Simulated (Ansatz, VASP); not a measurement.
**One calculation of BAs, two programs**

```
B As
1.0
     1.59653    0.92176    2.78038
    -1.59653    0.92176    2.78038
     0.00000   -1.84351    2.78038
B As
1 1
Direct
  0.00000 0.00000 0.00000
  0.50000 0.50000 0.50000
```

Change from the starting cell: species swapped into the FeIr type (R-3m, No. 166).

Alike in both runs: functional PBE; k mesh 6 × 6 × 6; occupations gaussian, width 0.1 eV; no spin polarisation.

Ansatz relaxed the structure, and its values are those at the end. VASP's run is a single point on that final structure, the one shown.

|  | VASP | Ansatz |
| --- | --- | --- |
| version | VASP 6.6.1 | Ansatz 0.2.0 |
| potentials or method | VASP PAW PBE potentials, release 64 (B, As), cutoff 520 eV | scalar-relativistic, plane waves, PAW |
| valence electrons in the cell | 8 | 18 |

```tsv
	VASP	Ansatz	Ansatz less VASP
gap on the k mesh at the Fermi level (eV)	none	none	-
pressure (GPa)	0.5	0.2	-0.35
```

A gap of «none» marks a metal or a gap that the smearing closes. With one functional, cell and mesh, what is left measures potentials, basis and numerics. VASP's potentials hold 8 valence electrons a cell and Ansatz's 18, so a difference there can come from the potentials and not from the codes.

The k mesh is coarse, so the values compare programs but aren't converged.
